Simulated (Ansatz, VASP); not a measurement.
SiC5: VASP beside Ansatz

The input INCAR:

```
SYSTEM = SiC5
ALGO = Normal
EDIFF = 1E-7
EDIFFG = -0.01
ENCUT = 600
GGA = PE
GGA_COMPAT = .False.
IBRION = 2
ISIF = 3
ISMEAR = 0
LASPH = .True.
LCHARG = .False.
LREAL = .False.
LWAVE = .False.
NELM = 120
NELMIN = 4
NSW = 100
PREC = Accurate
SIGMA = 0.02
```

KPOINTS

```
k-points
0
Gamma
  14 14 14
  0 0 0
```

The input POSCAR:

```
SiC5
1.0
   -1.3516097563      1.3516097563      5.9259430381
    1.3516097563     -1.3516097563      5.9259430381
    1.3516097563      1.3516097563     -5.9259430381
Si C
1 5
Direct
    0.0000000000      0.0000000000      0.0000000000
    0.1027035483      0.6027035483      0.5000000000
    0.6753839100      0.6753839100      0.0000000000
    0.3972964517      0.8972964517      0.5000000000
    0.3246160900      0.3246160900      0.0000000000
    0.7500000000      0.2500000000      0.5000000000
```

Input for Ansatz:

```yaml
crystal:
  lattice:
    - [-1.3516097563, 1.3516097563, 5.9259430381]
    - [1.3516097563, -1.3516097563, 5.9259430381]
    - [1.3516097563, 1.3516097563, -5.9259430381]
  atoms:
    - { symbol: Si, position: [0.0, 0.0, 0.0] }
    - { symbol: C, position: [0.1027035483, 0.6027035483, 0.5] }
    - { symbol: C, position: [0.67538391, 0.67538391, 0.0] }
    - { symbol: C, position: [0.3972964517, 0.8972964517, 0.5] }
    - { symbol: C, position: [0.32461609, 0.32461609, 0.0] }
    - { symbol: C, position: [0.75, 0.25, 0.5] }
basis:
  ecutwfc: 420
kpoints:
  mp_grid: { grid: [14, 14, 14] }
hamiltonian:
  xc: pbe
scf:
  occupations: { method: gaussian, width: 0.02 }
output:
  forces: true
  stress: true
  eigenvalues: true
relax:
  adjacent_minimum: "off"
  f_tol: 0.01
  max_steps: 80
  cell: { stress_tol: 0.05 }
```

Alike in both runs: task relaxation of cell and atoms; functional PBE; k mesh 14 × 14 × 14; occupations gaussian, width 0.02 eV; no spin polarisation.

```csv
,VASP,Ansatz
version,VASP 6.6.1,Ansatz 0.2.0
potentials or method,"VASP PAW PBE potentials, release 64 (Si, C), cutoff 600 eV","scalar-relativistic, plane waves, PAW"
valence electrons in the cell,24,24
```

VASP gave:

* gap on the k mesh at the Fermi level, each at its own relaxed structure (eV): 1.50
* relaxed volume (Å³/atom): 7.20
* relaxed cell length with the largest relative difference (Å): 6.223

Task: What did Ansatz give for the same quantities?

Result: gap on the k mesh at the Fermi level, each at its own relaxed structure (eV): 1.50; relaxed volume (Å³/atom): 7.21; relaxed cell length with the largest relative difference (Å): 6.225.
